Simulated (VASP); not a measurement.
Wanted: the native input for a VASP 6.6.1 run.

- Task: relaxation of cell and atoms
- Functional: PBE
- Potentials or basis: VASP PAW PBE potentials, release 64 (As)
- Cutoff: 600 eV
- k mesh: 16 × 16 × 16
- Occupations: fermi-dirac, width 0.05 eV
- Spin: no spin polarisation
- Target pressure: 120 GPa
- Dipole correction: no
- Further INCAR settings: ALGO = Normal; EDIFF = 1e-07; IBRION = 2; EDIFFG = -0.005; NSW = 60; ISIF = 3

The structure of As lies in POSCAR:

```
As
1.0
    2.2886947031      0.0000000000      0.0000000000
    0.0000000000      2.2886947031      0.0000000000
    0.0000000000      0.0000000000      2.2886947031
As
1
Direct
    0.0000000000      0.0000000000      0.0000000000
```

These files were run (other wordings do the same):

INCAR

```
PREC     = Accurate       # precision mode
ENCUT    = 600            # plane-wave cutoff, eV
EDIFF    = 1E-7           # SCF threshold, eV
ISMEAR   = -1             # smearing method
SIGMA    = 0.05           # smearing width, eV
LREAL    = F              # projectors in reciprocal space
LASPH    = T              # aspherical terms in the spheres
NELM     = 60             # most SCF steps
ALGO     = Normal         # electronic algorithm
ISIF     = 3              # what is computed and relaxed
LWAVE    = F              # write WAVECAR
LCHARG   = F              # write CHGCAR
GGA      = PE             # functional
IBRION   = 2              # ionic algorithm
NSW      = 60             # ionic steps
EDIFFG   = -0.005         # ionic threshold
PSTRESS  = 1200.0
```

KPOINTS

```
Automatic mesh
0
Gamma
  16 16 16
```

Potentials or basis: VASP PAW PBE potentials, release 64 (As).

Run with:

```console
$ cat potpaw_PBE.64/As/POTCAR > POTCAR
$ mpirun -np 1 vasp_std > vasp.out
```

Results of the run:

The relaxed volume is 12.35 Å³/atom. The relaxed cell is a = 2.312 Å, b = 2.312 Å, c = 2.312 Å, α = 90.00°, β = 90.00°, γ = 90.00°. The space group after relaxing (to 0.05 Å) is Pm-3m (No. 221). The energy change on relaxing (the enthalpy is what falls) is -289.1 meV/atom and the ionic steps are 4. The pressure after relaxing is 120.0 GPa.

Caveat: the cell is relaxed towards a set pressure, so the enthalpy falls and the energy may rise.

Wall time 12 s on 1 thread of Intel(R) Xeon(R) 6975P-C (Granite Rapids), on a shared host, peak memory 0.13 GiB.
